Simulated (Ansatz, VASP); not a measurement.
TiAl in VASP and in Ansatz

```
Ti Al
1.0
     2.86726    0.00000    0.00000
    -1.43363    2.48312    0.00000
     0.00000    0.00000    4.67808
Ti Al
1 1
Cartesian
  0.0000 0.0000 0.0000
  0.0000 1.6554 2.3390
```

Alike in both runs: task single point; functional PBEsol; k mesh 9 × 9 × 4; occupations gaussian, width 0.1 eV; no spin polarisation.

|  | VASP | Ansatz |
| --- | --- | --- |
| version | VASP 6.6.1 | Ansatz 0.2.0 |
| potentials or method | VASP PAW PBE potentials, release 64 (Ti_sv, Al), cutoff 500 eV | scalar-relativistic, plane waves, PAW |
| valence electrons in the cell | 15 | 15 |

|  | VASP | Ansatz | Ansatz less VASP |
| --- | --- | --- | --- |
| gap on the k mesh at the Fermi level (eV) | none | none | - |
| pressure (GPa) | -2.8 | -2.9 | -0.03 |
| traceless stress, the component that is largest in VASP (GPa) | -0.48 | -0.55 | -0.077 |

VASP's potentials were made for PBE, not for PBEsol, and Ansatz warns of the same on its side. A gap of «none» marks a metal or a gap that the smearing closes. The functional is the same, so the differences come from potentials, cutoffs and numerics.
